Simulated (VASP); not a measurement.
Here is a VASP 6.6.1 calculation.

File INCAR:

```
SYSTEM = Sr
  ALGO = Normal
  EDIFF = 1E-6
  ENCUT = 520
  GGA = PE
  ISIF = 2
  ISMEAR = 0
  LASPH = .True.
  LCHARG = .False.
  LREAL = .False.
  LWAVE = .False.
  NBANDS = 11
  NELM = 80
  PREC = Accurate
  SIGMA = 0.1
```

File KPOINTS:

```
k-points
0
Gamma
  12 12 12
  0 0 0
```

Contents of POSCAR:

```
Sr
1.0
    0.0000000000      2.8871372186      2.8871372186
    2.8871372186      0.0000000000      2.8871372186
    2.8871372186      2.8871372186      0.0000000000
Sr
1
Direct
    0.0000000000      0.0000000000      0.0000000000
```

Potentials or basis: VASP PAW PBE potentials, release 64 (Sr_sv).

The run is started by

```bash
$ cat potpaw_PBE.64/Sr_sv/POTCAR > POTCAR
$ mpirun -np 1 vasp_std > vasp.out
```

Question: Estimate the pressure.

Answer: 1.9 GPa.
